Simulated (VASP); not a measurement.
Hg3O2, 5 atoms in the cell. The structure is trigonal, space group P-3m1 (No. 164). The conventional cell has a = 3.843 Å, b = 3.843 Å, c = 7.940 Å, α = 90.00°, β = 90.00°, γ = 120.00°. Within 4.5 Å of Hg (site symmetry -3m) lie 12 Hg at 3.39 to 3.84 Å and 6 O at 3.53 Å. Hg (site symmetry 3m) has 4 O at 2.23 to 2.63 Å within 2.9 Å. Within 2.9 Å of O (site symmetry 3m) lie 4 Hg at 2.23 to 2.63 Å. 

```yaml
Program: VASP 6.6.1
Task: single point
Functional: PBE
Potentials_or_basis: VASP PAW PBE potentials, release 64 (Hg, O)
Cutoff: 520 eV
k_mesh: 12 × 12 × 6
Occupations: gaussian, width 0.1 eV
Spin: no spin polarisation
Dipole_correction: no
Further_INCAR_settings: ALGO = Normal; EDIFF = 1e-07; NBANDS = 32
```

Potentials or basis: VASP PAW PBE potentials, release 64 (Hg, O).

Run with:

```sh
$ cat potpaw_PBE.64/Hg/POTCAR potpaw_PBE.64/O/POTCAR > POTCAR
$ mpirun -np 1 vasp_std > vasp.out
```

Hardware: 1 thread of AMD EPYC 7R13, on a shared host.

Task: How long does it take, and how much memory?

Result: Run time: 10 min on 1 thread of AMD EPYC 7R13, with other jobs on the host, peak memory 0.36 GiB. Counts: scf iterations 15, k points 100.
